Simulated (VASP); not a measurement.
# Ba (Immm) in VASP: single point with LDA

Aim: the single point of Ba with LDA.

Program: VASP 6.6.1. These are calculated values, not measurements. Logs are shortened: lines on timing, memory, paths and dates and some standing lists are left out, and cuts for length are marked.

### 1 The cell of the first run

Symmetry: Immm, No. 71, orthorhombic system. Conventional cell: a = 4.812 Å, b = 5.000 Å, c = 5.188 Å, α = 90.00°, β = 90.00°, γ = 90.00°. Within 5.7 Å of Ba (site symmetry mmm) lie 14 Ba at 4.33 to 5.19 Å.

### 2 Single point, LDA (strain +0.0375 x Voigt [1, -1, 0, 0, 0, 0])

INCAR reads:

```
SYSTEM = Ba
ALGO = Fast
EDIFF = 1E-6
ENCUT = 520
ISIF = 2
ISMEAR = 0
LASPH = .TRUE.
LCHARG = .TRUE.
LELF = .TRUE.
LREAL = .FALSE.
LVHAR = .TRUE.
LWAVE = .FALSE.
NBANDS = 11
NELM = 100
PREC = Accurate
SIGMA = 0.15
```

KPOINTS reads:

```
k-points
0
G
  14 14 14
  0 0 0
```

POSCAR reads:

```
Ba
1.0
   -2.5937500000      2.4062500000      2.5000000000
    2.5937500000     -2.4062500000      2.5000000000
    2.5937500000      2.4062500000     -2.5000000000
Ba
1
Direct
    0.0000000000      0.0000000000      0.0000000000
```

Potentials or basis: VASP PAW LDA potentials, release 64 (Ba_sv).

On the command line:

```
cat potpaw_LDA.64/Ba_sv/POTCAR > POTCAR
mpirun -np 1 vasp_std > vasp.out
```

OUTCAR:

```text
SYSTEM = Ba
   EDIFF = 1E-6
   ENCUT = 520
   ISIF = 2
   ISMEAR = 0
   LASPH = .TRUE.
   LREAL = .FALSE.
   NELM = 100
   PREC = Accurate

 ion  position               nearest neighbor table
   1  0.000  0.000  0.000-

  LATTYP: Found a body centered orthorhombic cell.
 ALAT       =     4.8125000000
 B/A-ratio  =     1.0389610390
 C/A-ratio  =     1.0779220779

  Lattice vectors:

 A1 = (  -2.5937500000,  -2.4062500000,  -2.5000000000)
 A2 = (  -2.5937500000,   2.4062500000,   2.5000000000)
 A3 = (   2.5937500000,   2.4062500000,  -2.5000000000)

Analysis of symmetry for initial positions (statically):
=====================================================================
 Subroutine PRICEL returns:
 Original cell was already a primitive cell.

 Routine SETGRP: Setting up the symmetry group for a
 body centered orthorhombic supercell.

 Subroutine GETGRP returns: Found  8 space group operations
 (whereof  8 operations were pure point group operations)
 out of a pool of  8 trial point group operations.

The static configuration has the point symmetry D_2h.

Analysis of symmetry for dynamics (positions and initial velocities):
=====================================================================
 Subroutine PRICEL returns:
 Original cell was already a primitive cell.

 Routine SETGRP: Setting up the symmetry group for a
 body centered orthorhombic supercell.

 Subroutine GETGRP returns: Found  8 space group operations
 (whereof  8 operations were pure point group operations)
 out of a pool of  8 trial point group operations.

The dynamic configuration has the point symmetry D_2h.

 Subroutine INISYM returns: Found  8 space group operations
 (whereof  8 operations are pure point group operations),
 and found     1 'primitive' translations

----------------------------------------------------------------------------------------

                                     Primitive cell

  volume of cell :      62.4121

  direct lattice vectors                    reciprocal lattice vectors
    -2.593750000  2.406250000  2.500000000     0.000000000  0.207792208  0.200000000
     2.593750000 -2.406250000  2.500000000     0.192771084  0.000000000  0.200000000
     2.593750000  2.406250000 -2.500000000     0.192771084  0.207792208  0.000000000

  length of vectors
     4.332156290  4.332156290  4.332156290     0.288405273  0.277778133  0.283440104

  position of ions in fractional coordinates (direct lattice)
[... 83 lines left out ...]
   ISIF   =      2    stress and relaxation
   ISYM   =      2    0-nonsym 1-usesym 2-fastsym
   POTIM  = 0.5000    time-step for ionic-motion
   TEBEG  =    0.0;   TEEND  =   0.0 temperature during run
   PSTRESS=    0.0 pullay stress
   NELECT =      10.0000    total number of electrons
   NUPDOWN=      -1.0000    fix difference up-down
   EMIN   =  10.00;   EMAX   =-10.00  energy-range for DOS
   EFERMI =   0.00;   METHOD = LEGACY
   ISMEAR =     0;   SIGMA  =   0.15  broadening in eV -4-tet -1-fermi 0-gaus
   EFERMI_NEDOS =   21; number of points for ismear=-14 and -15
   IALGO  =     68    algorithm
   IMIX   =      4    mixing-type and parameters
     AMIX     =   0.40;   BMIX     =  1.00
     AMIX_MAG =   1.60;   BMIX_MAG =  1.00
  volume/ion in A,a.u.               =      62.41       421.18
  Fermi-wavevector in a.u.,A,eV,Ry     =   0.889171  1.680289 10.757103  0.790625
  Thomas-Fermi vector in A             =   2.010696
   LORBIT       =      0    0 simple, 1 ext, 2 COOP (PROOUT), +10 PAW based schemes
   GGA     = CA    functional components
   LHFCALC =     F    Hartree Fock is set to
   AEXX    =    0.0000 exact exchange contribution
   IVDW    =     0    specifies the selected vdW correction
   LEPSILON=     F    determine dielectric tensor
   LRPA    =     F    only Hartree local field effects (RPA)
 non-spin polarized calculation
 RMM-DIIS sequential band-by-band and
 Gauss-broadening in eV      SIGMA  =   0.15
  energy-cutoff  :      520.00
  volume of cell :       62.41
 maximum number of plane-waves:      1712
   NGX = 17   NGY = 17   NGZ = 17

 number of electron      10.0000000 magnetization

 Free energy of the ion-electron system (eV)
  ---------------------------------------------------
  ext. energy  EPLUGINS =         0.00000000
  ---------------------------------------------------
  free energy    TOTEN  =        -2.22121972 eV

  energy without entropy =       -2.20748457  energy(sigma->0) =       -2.21435214

 E-fermi :   1.4621     XC(G=0):  -7.6462

 val. band max:        1.4609642828   @ k =   0.2143   0.4286   0.1429
 cond. band min:       1.4656853643   @ k =   0.2857   0.3571  -0.0000
 fundamental gap:      0.0047210815
 Fermi energy:         1.4621199281

 k-point     1 :       0.0000    0.0000    0.0000
  band No.  band energies     occupation
      1     -27.3456      2.00000
      2     -12.3028      2.00000
      3     -12.3025      2.00000
      4     -12.2991      2.00000
      5      -1.3000      2.00000
      6       3.0063      0.00000
      7       3.2532      0.00000
      8       3.4609      0.00000
      9       4.3873      0.00000
     10       4.9582      0.00000
     11       8.1990      0.00000
[... 309 lines left out ...]
 k-point    24 :       0.0714    0.1429   -0.0000
  band No.  band energies     occupation
      1     -27.3316      2.00000
      2     -12.4612      2.00000
      3     -12.3401      2.00000
      4     -12.3102      2.00000
      5      -0.6742      2.00000
      6       2.7052      0.00000
      7       2.9685      0.00000
      8       3.9635      0.00000
      9       4.1000      0.00000
     10       4.8738      0.00000
     11       8.9140      0.00000

 [... further k-points ...]

------------------------ aborting loop because EDIFF is reached ----------------------------------------

  FORCE on cell =-STRESS in cart. coord.  units (eV):
  Direction    XX          YY          ZZ          XY          YZ          ZX
  --------------------------------------------------------------------------------------
  -------------------------------------------------------------------------------------
  Total       -0.5124365     -0.3962071     -0.4792612      0.0000000      0.0000000      0.0000000
  in kB      -13.1547258    -10.1710065    -12.3030842      0.0000000      0.0000000      0.0000000
  external PRESSURE =     -11.8762722 kB  Pullay stress =       0.0000000 kB

 VOLUME and BASIS-vectors are now :
 -----------------------------------------------------------------------------
  energy-cutoff  :      520.00
  volume of cell :       62.41
      direct lattice vectors                 reciprocal lattice vectors
    -2.593750000  2.406250000  2.500000000     0.000000000  0.207792208  0.200000000
     2.593750000 -2.406250000  2.500000000     0.192771084  0.000000000  0.200000000
     2.593750000  2.406250000 -2.500000000     0.192771084  0.207792208  0.000000000

 POSITION                                       TOTAL-FORCE (eV/Angst)
 -----------------------------------------------------------------------------------
      0.00000      0.00000      0.00000        -0.000000      0.000000      0.000000
 -----------------------------------------------------------------------------------
    total drift:                                0.000000      0.000000     -0.000000

  FREE ENERGIE OF THE ION-ELECTRON SYSTEM (eV)
  ---------------------------------------------------
  free  energy   TOTEN  =        -2.2212197187 eV

  energy  without entropy=       -2.2074845654  energy(sigma->0) =       -2.21435214
```

stdout:

```text
POSCAR found type information on POSCAR Ba
 POSCAR found :  1 types and       1 ions
 scaLAPACK will be used
 LDA part: xc-table for (Slater(with rela. corr.)+CA(PZ))
 , standard interpolation
 POSCAR, INCAR and KPOINTS ok, starting setup
 FFT: planning ... GRIDC
 FFT: planning ... GRID_SOFT
 FFT: planning ... GRID
 WAVECAR not read
 entering main loop
WARNING in EDDRMM: call to ZHEGV failed, returncode =   6  3      5
WARNING in EDDRMM: call to ZHEGV failed, returncode =   8  4      9
WARNING in EDDRMM: call to ZHEGV failed, returncode =   8  4      5
```

Run time: 2.9 min. Hardware: 1 thread of Intel Xeon Platinum 8259CL at 2.50GHz (Skylake/Cascade Lake), shared host; peak memory 0.39 GiB.

What came out:

- Free energy: -2.2212 eV
- Pressure: -1.2 GPa
- Band gap on the k mesh: zero (band 5 reaches 1.90 eV, above the bottom of band 6 at 0.96 eV)

Stress tensor (GPa, compression positive):
```
-1.32  0.00  0.00
 0.00 -1.02  0.00
 0.00  0.00 -1.23
```

Levels at points of the mesh, in eV from the Fermi level:
| k point | band 2 | band 3 | band 4 | band 5 | band 6 | band 7 | band 8 | band 9 |
| --- | --- | --- | --- | --- | --- | --- | --- | --- |
| (0.00, 0.00, 0.00) | -13.76 | -13.76 | -13.76 | -2.76 | 1.54 | 1.79 | 2.00 | 2.93 |
| (0.50, 0.00, 0.00) | -14.24 | -13.93 | -13.78 | -0.90 | 0.42 | 1.47 | 3.41 | 3.99 |
| (0.00, 0.50, 0.00) | -14.25 | -13.90 | -13.76 | -0.95 | 0.88 | 1.23 | 2.82 | 3.64 |
| (0.50, 0.50, 0.00) | -14.25 | -13.92 | -13.77 | -0.92 | 0.63 | 1.36 | 3.03 | 3.94 |
| (0.50, 0.50, 0.50) | -14.13 | -14.10 | -14.06 | -0.60 | -0.50 | 4.00 | 4.40 | 4.66 |

Caveat: the cell differs from its parent crystal (strain +0.0375 x Voigt [1, -1, 0, 0, 0, 0]); spin-orbit coupling is left out, which moves the levels of the heavy elements.
